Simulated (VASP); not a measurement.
# SrZn4Pt2 in VASP: molecular dynamics with PBE+D3(BJ)

Aim: the molecular dynamics of SrZn4Pt2 with PBE+D3(BJ).

Everything below comes from runs of VASP 6.6.1. Logs are shortened: lines on timing, memory, paths and dates and some standing lists are left out, and cuts for length are marked.

## 1. The cell of the first run

The cell holds a disordered packing, 14 atoms: a = 6.217 Å, b = 6.195 Å, c = 7.037 Å, α = 89.40°, β = 71.55°, γ = 91.63°.

## 2. Molecular dynamics, PBE+D3(BJ)

INCAR

```
SYSTEM = SrZn4Pt2
PREC = Normal
ENCUT = 350
EDIFF = 1E-5
ISMEAR = 1
SIGMA = 0.15
LREAL = .FALSE.
LASPH = .TRUE.
NELM = 120
ALGO = Normal
ISIF = 2
LWAVE = .FALSE.
LCHARG = .FALSE.
GGA = PE
IVDW = 12
NBANDS = 91
IBRION = 0
NSW = 30
POTIM = 3.0
TEBEG = 1200.0
TEEND = 1200.0
ISYM = 0
NELMIN = 4
RANDOM_SEED = 236243 0 0
MDALGO = 1
ANDERSEN_PROB = 0.0
GGA_COMPAT = .FALSE.
MAXMIX = 40
KPAR = 4
```

KPOINTS

```
regular mesh
0
G
  3 3 2
  0 0 0
```

POSCAR

```
SrZn4Pt2
1.0
    5.9392960000     -0.6149430000      1.7314130000
    0.4872110000      6.1746920000     -0.1112710000
    0.3002590000      0.1766770000      7.0286350000
Pt Sr Zn
4 2 8
Direct
    0.3762860000      0.7779550000      0.4144240000
    0.2815220000      0.1135860000      0.6356080000
    0.8349920000      0.9707310000      0.8716710000
    0.1558180000      0.7477260000      0.9377450000
    0.9136700000      0.1840550000      0.4708400000
    0.6012750000      0.2854060000      0.1858670000
    0.8042900000      0.8231460000      0.2513910000
    0.5029910000      0.7162940000      0.0478160000
    0.7154860000      0.4743050000      0.7978940000
    0.5130560000      0.4611920000      0.5681010000
    0.1140610000      0.5130460000      0.6591740000
    0.4258450000      0.0646010000      0.9198080000
    0.0953300000      0.2968500000      0.9669390000
    0.6114310000      0.8213200000      0.6515820000
```

Potentials or basis: VASP PAW PBE potentials, release 64 (Pt, Sr_sv, Zn).

On the command line:

```bash
> cat potpaw_PBE.64/Pt/POTCAR potpaw_PBE.64/Sr_sv/POTCAR potpaw_PBE.64/Zn/POTCAR > POTCAR
> mpirun -np 4 vasp_std > vasp.out
```

OUTCAR:

```text
SYSTEM = SrZn4Pt2
   PREC = Normal
   ENCUT = 350
   EDIFF = 1E-5
   ISMEAR = 1
   LREAL = .FALSE.
   LASPH = .TRUE.
   NELM = 120
   ISIF = 2
   GGA = PE
   IVDW = 12
   IBRION = 0
   NSW = 30
   POTIM = 3.0
   TEBEG = 1200.0
   ISYM = 0
   NELMIN = 4
 IVDW          = 12

 ion  position               nearest neighbor table
   1  0.376  0.778  0.414-   8 2.48  11 2.52  10 2.53   7 2.55  14 2.55   2 2.58   6 3.56   6 3.57
                             5 3.80   5 4.25
   2  0.282  0.114  0.636-  12 2.46  10 2.51  13 2.55   1 2.58  11 2.70  14 2.80   3 2.86   5 2.91
                             4 3.00   6 3.31   5 3.74
   3  0.835  0.971  0.872-   8 2.54  12 2.54  14 2.55   4 2.61   7 2.76  13 2.77   2 2.86   5 2.99
                             6 3.00   9 3.23
   4  0.156  0.748  0.938-  12 2.52   8 2.52  11 2.53   3 2.61   7 2.63  13 2.80  14 2.93   2 3.00

   5  0.914  0.184  0.471-  14 2.90  11 2.90   9 2.91   2 2.91   7 2.91  10 2.97   3 2.99   6 3.27
                            13 3.42  12 3.67   2 3.74   1 3.80  13 4.06   6 4.13   1 4.25   6 4.84
   6  0.601  0.285  0.186-  12 2.80  10 2.81   9 2.83  13 2.97   8 2.98   3 3.00   7 3.25   5 3.27
                             2 3.31   1 3.56   1 3.57   7 3.61   8 3.75  13 3.92  11 4.03   5 4.13
   7  0.804  0.823  0.251-   1 2.55   4 2.63  14 2.69   3 2.76   8 2.77   5 2.91   6 3.25   6 3.61

   8  0.503  0.716  0.048-   9 2.40  12 2.45   1 2.48   4 2.52   3 2.54  14 2.72   7 2.77   6 2.98
                             6 3.75
   9  0.715  0.474  0.798-  10 2.34  11 2.36   8 2.40  14 2.56   6 2.83   5 2.91  12 3.02   3 3.23

  10  0.513  0.461  0.568-   9 2.34  11 2.39  14 2.42   2 2.51   1 2.53   6 2.81   5 2.97
  11  0.114  0.513  0.659-   9 2.36  10 2.39  13 2.50   1 2.52   4 2.53   2 2.70   5 2.90   6 4.03

  12  0.426  0.065  0.920-  14 2.44   8 2.45   2 2.46  13 2.48   4 2.52   3 2.54   6 2.80   9 3.02
                             5 3.67
  13  0.095  0.297  0.967-  12 2.48  11 2.50   2 2.55   3 2.77   4 2.80   6 2.97   5 3.42   6 3.92
                             5 4.06
  14  0.611  0.821  0.652-  10 2.42  12 2.44   3 2.55   1 2.55   9 2.56   7 2.69   8 2.72   2 2.80
                             5 2.90   4 2.93

IMPORTANT INFORMATION: All symmetrisations will be switched off!
NOSYMM: (Re-)initialisation of all symmetry stuff for point group C_1.

----------------------------------------------------------------------------------------

                                     Primitive cell

  volume of cell :     256.9455

  direct lattice vectors                    reciprocal lattice vectors
     5.939296000 -0.614943000  1.731413000     0.168982570 -0.013457477 -0.006880555
     0.487211000  6.174692000 -0.111271000     0.018012031  0.160443624 -0.004802493
     0.300259000  0.176677000  7.028635000    -0.041341512  0.005855073  0.143894043

  length of vectors
     6.217007547  6.194883138  7.037263686     0.169657168  0.161522920  0.149829563

  position of ions in fractional coordinates (direct lattice)
     0.376286000  0.777955000  0.414424000
     0.281522000  0.113586000  0.635608000
     0.834992000  0.970731000  0.871671000
     0.155818000  0.747726000  0.937745000
     0.913670000  0.184055000  0.470840000
     0.601275000  0.285406000  0.185867000
     0.804290000  0.823146000  0.251391000
     0.502991000  0.716294000  0.047816000
     0.715486000  0.474305000  0.797894000
     0.513056000  0.461192000  0.568101000
     0.114061000  0.513046000  0.659174000
     0.425845000  0.064601000  0.919808000
     0.095330000  0.296850000  0.966939000
     0.611431000  0.821320000  0.651582000

  ion indices of the primitive-cell ions
   primitive index   ion index
                 1           1
                 2           2
                 3           3
                 4           4
                 5           5
                 6           6
                 7           7
                 8           8
                 9           9
                10          10
                11          11
                12          12
                13          13
                14          14

----------------------------------------------------------------------------------------

 KPOINTS: regular mesh

Automatic generation of k-mesh.
 Grid dimensions read from file:
 generate k-points for:    3    3    2

 Generating k-lattice:

  Cartesian coordinates                     Fractional coordinates (reciprocal lattice)
     0.056327523 -0.004485826 -0.002293518     0.333333333 -0.000000000  0.000000000
     0.006004010  0.053481208 -0.001600831    -0.000000000  0.333333333  0.000000000
    -0.020670756  0.002927537  0.071947021     0.000000000  0.000000000  0.500000000

  Length of vectors
     0.056552389  0.053840973  0.074914782

  Shift w.r.t. Gamma in fractional coordinates (k-lattice)
     0.000000000  0.000000000  0.000000000

 Subroutine IBZKPT returns following result:
 ===========================================

 Found     10 irreducible k-points:

 Following reciprocal coordinates:
            Coordinates               Weight
  0.000000  0.000000  0.000000      1.000000
  0.333333  0.000000 -0.000000      2.000000
  0.000000  0.333333  0.000000      2.000000
  0.333333  0.333333  0.000000      2.000000
 -0.333333  0.333333  0.000000      2.000000
 -0.000000 -0.000000  0.500000      1.000000
  0.333333  0.000000  0.500000      2.000000
 -0.000000  0.333333  0.500000      2.000000
  0.333333  0.333333  0.500000      2.000000
 -0.333333  0.333333  0.500000      2.000000
   k-points           NKPTS =     10   k-points in BZ     NKDIM =     10   number of bands    NBANDS=     91
   number of dos      NEDOS =    301   number of ions     NIONS =     14
   total plane-waves  NPLWV =  25088
   dimension x,y,z NGX =    28 NGY =   28 NGZ =   32
   dimension x,y,z NGXF=    56 NGYF=   56 NGZF=   64
   ions per type =               4   2   8
   NGX,Y,Z   is equivalent  to a cutoff of   7.49,  7.51,  7.56 a.u.
   NGXF,Y,Z  is equivalent  to a cutoff of  14.97, 15.03, 15.12 a.u.
 SYSTEM =  SrZn4Pt2
   PREC   = normal    normal or accurate (medium, high low for compatibility)
   ISTART =      0    job   : 0-new  1-cont  2-samecut
   ICHARG =      2    charge: 1-file 2-atom 10-const
   ISPIN  =      1    spin polarized calculation?
   LNONCOLLINEAR =      F non collinear calculations
   LSORBIT =      F    spin-orbit coupling
   LASPH  =      T    aspherical Exc in radial PAW
   ENCUT  =  350.0 eV  25.72 Ry    5.07 a.u.   9.48  9.45 10.73*2*pi/ulx,y,z
   NELM   =    120;   NELMIN=  4; NELMDL= -5     # of ELM steps
   EDIFF  = 0.1E-04   stopping-criterion for ELM
   LREAL  =      F    real-space projection
   EDIFFG = 0.1E-03   stopping-criterion for IOM
   NSW    =     30    number of steps for IOM
   IBRION =      0    ionic relax: 0-MD 1-quasi-New 2-CG
   NFREE  =      0    steps in history (QN), initial steepest desc. (CG)
   ISIF   =      2    stress and relaxation
   ISYM   =      0    0-nonsym 1-usesym 2-fastsym
   POTIM  = 3.0000    time-step for ionic-motion
   TEBEG  = 1200.0;   TEEND  =1200.0 temperature during run
   PSTRESS=    0.0 pullay stress
   NELECT =     156.0000    total number of electrons
   NUPDOWN=      -1.0000    fix difference up-down
   EMIN   =  10.00;   EMAX   =-10.00  energy-range for DOS
   EFERMI =   0.00;   METHOD = LEGACY
   ISMEAR =     1;   SIGMA  =   0.15  broadening in eV -4-tet -1-fermi 0-gaus
   EFERMI_NEDOS =   21; number of points for ismear=-14 and -15
   IALGO  =     38    algorithm
   IMIX   =      4    mixing-type and parameters
     AMIX     =   0.40;   BMIX     =  1.00
     AMIX_MAG =   1.60;   BMIX_MAG =  1.00
  volume/ion in A,a.u.               =      18.35       123.85
  Fermi-wavevector in a.u.,A,eV,Ry     =   1.386232  2.619599 26.145499  1.921640
  Thomas-Fermi vector in A             =   2.510567
   LORBIT       =      0    0 simple, 1 ext, 2 COOP (PROOUT), +10 PAW based schemes
   GGA     = PE    functional components
   LHFCALC =     F    Hartree Fock is set to
   AEXX    =    0.0000 exact exchange contribution
   IVDW    =    12    specifies the selected vdW correction
   LEPSILON=     F    determine dielectric tensor
   LRPA    =     F    only Hartree local field effects (RPA)
 molecular dynamics for ions
 non-spin polarized calculation
 Methfessel and Paxton  Order N= 1 SIGMA  =   0.15
  energy-cutoff  :      350.00
  volume of cell :      256.95
 maximum number of plane-waves:      3836
   NGX = 19   NGY = 19   NGZ = 21

--------------------------------------- Ionic step        1  -------------------------------------------

 number of electron     156.0000240 magnetization

 Free energy of the ion-electron system (eV)
  ---------------------------------------------------
  ext. energy  EPLUGINS =         0.00000000
  ---------------------------------------------------
  free energy    TOTEN  =       -36.51477266 eV

  energy without entropy =      -36.52355243  energy(sigma->0) =      -36.51769925

------------------------ aborting loop because EDIFF is reached ----------------------------------------

 Edisp (eV)   -6.27590

 E8    (eV) :    -2.8688
[... 167 lines left out ...]
  ENERGY OF THE ELECTRON-ION-THERMOSTAT SYSTEM (eV)
  ---------------------------------------------------
% ion-electron   TOTEN  =       -42.699794  see above
  kinetic energy EKIN   =         1.916202
  kin. lattice  EKIN_LAT=         0.000000  (temperature 1140.33 K)
  nose potential ES     =         0.000000
  nose kinetic   EPS    =         0.000000
  ---------------------------------------------------
  total energy   ETOTAL =       -40.783592 eV

[... ionic steps 4 to 27 ...]

--------------------------------------- Ionic step       28  -------------------------------------------

 number of electron     155.9999606 magnetization

------------------------ aborting loop because EDIFF is reached ----------------------------------------
[... 119 lines left out ...]
--------------------------------------- Ionic step       30  -------------------------------------------

 number of electron     155.9999566 magnetization

 Free energy of the ion-electron system (eV)
  ---------------------------------------------------
  ext. energy  EPLUGINS =         0.00000000
  ---------------------------------------------------
  free energy    TOTEN  =       -36.90707555 eV

  energy without entropy =      -36.90886498  energy(sigma->0) =      -36.90767202

 E-fermi :   4.5600     XC(G=0): -11.0889

 val. band max:        4.5196338544   @ k =   0.3333   0.3333   0.0000
 cond. band min:       4.6013922715   @ k =  -0.0000   0.3333   0.5000
 fundamental gap:      0.0817584171
 Fermi energy:         4.5600231851

 k-point     1 :       0.0000    0.0000    0.0000
  band No.  band energies     occupation
      1     -31.0693      2.00000
      2     -30.5761      2.00000
      3     -13.5707      2.00000
      4     -13.1721      2.00000
      5     -13.0823      2.00000
      6     -12.7784      2.00000
[... 919 lines left out ...]
     89       8.2673      0.00000
     90       8.5477      0.00000
 [bands above 90 left out]

------------------------ aborting loop because EDIFF is reached ----------------------------------------

 Edisp (eV)   -6.28818

 E8    (eV) :    -2.8753
[... 43 lines left out ...]
  ENERGY OF THE ELECTRON-ION-THERMOSTAT SYSTEM (eV)
  ---------------------------------------------------
% ion-electron   TOTEN  =       -43.195257  see above
  kinetic energy EKIN   =         2.413877
  kin. lattice  EKIN_LAT=         0.000000  (temperature 1436.50 K)
  nose potential ES     =         0.000000
  nose kinetic   EPS    =         0.000000
  ---------------------------------------------------
  total energy   ETOTAL =       -40.781380 eV
```

Run time: 7.5 min. Hardware: 4 MPI ranks of Intel Xeon Platinum 8259CL at 2.50GHz (Skylake/Cascade Lake), shared host; peak memory 0.39 GiB.

Results:

```yaml
Dispersion_energy_per_atom: -0.449 eV
```

Step by step:
| step | potential energy change (eV) | largest force (eV/Å) | pressure (GPa) | volume (Å³) | temperature (K) |
| --- | --- | --- | --- | --- | --- |
| 1 | 0.0000 | 1.7234 | 7.69 | 256.95 | 1194 |
| 2 | 0.0317 | 1.8323 | 7.63 | 256.95 | 1175 |
| 3 | 0.0909 | 1.9695 | 7.55 | 256.95 | 1140 |
| 4 | 0.1732 | 2.1332 | 7.68 | 256.95 | 1092 |
| 5 | 0.2724 | 2.3138 | 7.73 | 256.95 | 1033 |
| 6 | 0.3805 | 2.5018 | 7.89 | 256.95 | 969 |
| 7 | 0.4885 | 2.6831 | 7.92 | 256.95 | 905 |
| 8 | 0.5870 | 2.8454 | 8.14 | 256.95 | 847 |
| 9 | 0.6675 | 2.9756 | 8.04 | 256.95 | 799 |
| 10 | 0.7235 | 3.0639 | 8.11 | 256.95 | 766 |
| 11 | 0.7509 | 3.1032 | 8.12 | 256.95 | 749 |
| 12 | 0.7482 | 3.0894 | 8.07 | 256.95 | 751 |
| 13 | 0.7160 | 3.0220 | 7.87 | 256.95 | 770 |
| 14 | 0.6577 | 2.9058 | 7.73 | 256.95 | 805 |
| 15 | 0.5785 | 2.7465 | 7.59 | 256.95 | 852 |
| 16 | 0.4845 | 2.5545 | 7.42 | 256.95 | 907 |
| 17 | 0.3824 | 2.3388 | 7.14 | 256.95 | 968 |
| 18 | 0.2780 | 2.2848 | 6.92 | 256.95 | 1030 |
| 19 | 0.1757 | 2.4092 | 6.67 | 256.95 | 1091 |
| 20 | 0.0786 | 2.4964 | 6.47 | 256.95 | 1148 |
| 21 | -0.0118 | 2.5365 | 6.32 | 256.95 | 1202 |
| 22 | -0.0938 | 2.5214 | 6.10 | 256.95 | 1251 |
| 23 | -0.1659 | 2.4450 | 5.94 | 256.95 | 1294 |
| 24 | -0.2279 | 2.3158 | 5.81 | 256.95 | 1331 |
| 25 | -0.2797 | 2.1652 | 5.68 | 256.95 | 1362 |
| 26 | -0.3210 | 1.9648 | 5.58 | 256.95 | 1386 |
| 27 | -0.3519 | 1.7159 | 5.52 | 256.95 | 1405 |
| 28 | -0.3736 | 1.8309 | 5.49 | 256.95 | 1418 |
| 29 | -0.3896 | 2.0077 | 5.51 | 256.95 | 1427 |
| 30 | -0.4046 | 2.2879 | 5.46 | 256.95 | 1436 |

Caveat: the k points lie up to 0.47 Å⁻¹ apart; spin-orbit coupling is left out, which moves the levels of the heavy elements.
